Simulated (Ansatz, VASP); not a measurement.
LiTa2O5 in VASP and in Ansatz

INCAR

```
SYSTEM = LiTa2O5
ALGO = Normal
EDIFF = 1E-7
ENCUT = 520
GGA = PE
ISIF = 2
ISMEAR = 0
ISPIN = 2
LASPH = .TRUE.
LCHARG = .TRUE.
LELF = .TRUE.
LMAXMIX = 4
LORBIT = 11
LREAL = .FALSE.
LVHAR = .TRUE.
LWAVE = .FALSE.
MAGMOM = 0 1 1 0 0 0 0 0
NBANDS = 42
NELM = 150
PREC = Accurate
SIGMA = 0.1
```

File KPOINTS:

```
k-points
0
G
  3 3 4
  0 0 0
```

Contents of POSCAR:

```
LiTa2O5
1.0
    5.7738034204      0.0000000000      0.0000000000
   -2.8869017102      5.0002604385      0.0000000000
    0.0000000000      0.0000000000      3.9018881212
Li Ta O
1 2 5
Direct
    0.0000000000      0.0000000000      0.0000000000
    0.3333333333      0.6666666667      0.5000000000
    0.6666666667      0.3333333333      0.5000000000
    0.3333333333      0.6666666667      0.0000000000
    0.0000000000      0.3192653031      0.5000000000
    0.6807346969      0.6807346969      0.5000000000
    0.3192653031      0.0000000000      0.5000000000
    0.6666666667      0.3333333333      0.0000000000
```

Input for Ansatz:

```yaml
crystal:
  lattice:
    - [5.7738034204, 0.0, 0.0]
    - [-2.8869017102, 5.0002604385, 0.0]
    - [0.0, 0.0, 3.9018881212]
  atoms:
    - { symbol: Li, position: [0.0, 0.0, 0.0] }
    - { symbol: Ta, position: [0.3333333333, 0.6666666667, 0.5], spin: 1.0 }
    - { symbol: Ta, position: [0.6666666667, 0.3333333333, 0.5], spin: 1.0 }
    - { symbol: O, position: [0.3333333333, 0.6666666667, 0.0] }
    - { symbol: O, position: [0.0, 0.3192653031, 0.5] }
    - { symbol: O, position: [0.6807346969, 0.6807346969, 0.5] }
    - { symbol: O, position: [0.3192653031, 0.0, 0.5] }
    - { symbol: O, position: [0.6666666667, 0.3333333333, 0.0] }
basis:
  ecutwfc: 420
kpoints:
  mp_grid: { grid: [3, 3, 4] }
hamiltonian:
  xc: pbe
scf:
  occupations: { method: gaussian, width: 0.1 }
  lower_state_search: "off"
output:
  forces: true
  stress: true
  eigenvalues: true
  populations: true
magnetization:
  spin_polarized: true
```

Alike in both runs: task single point; functional PBE; k mesh 3 × 3 × 4; occupations gaussian, width 0.1 eV; collinear spin.

|  | VASP | Ansatz |
| --- | --- | --- |
| version | VASP 6.6.1 | Ansatz 0.2.0 |
| potentials or method | VASP PAW PBE potentials, release 64 (Li_sv, Ta_pv, O), cutoff 520 eV | scalar-relativistic, plane waves, PAW |
| valence electrons in the cell | 55 | 59 |

Ansatz gave:

* gap on the k mesh at the Fermi level (eV): none
* rms of the force components (eV/Å): 0.000
* net moment per atom (μB): 0.00

Estimate VASP's values.

gap on the k mesh at the Fermi level (eV): none; rms of the force components (eV/Å): 0.031; net moment per atom (μB): 0.00.

Atom by atom the forces differ by 0.031 eV/Å (rms over components). A gap of «none» marks a metal or a gap that the smearing closes. VASP's potentials hold 55 valence electrons a cell and Ansatz's 59, so a difference there can come from the potentials and not from the codes. Ansatz's warnings: seeded moment not kept.

The k mesh is coarse, so the values compare programs but aren't converged. Spin-orbit coupling is off throughout. Noted on VASP's run: the cutoff is short for stress, so the pressure is rough.
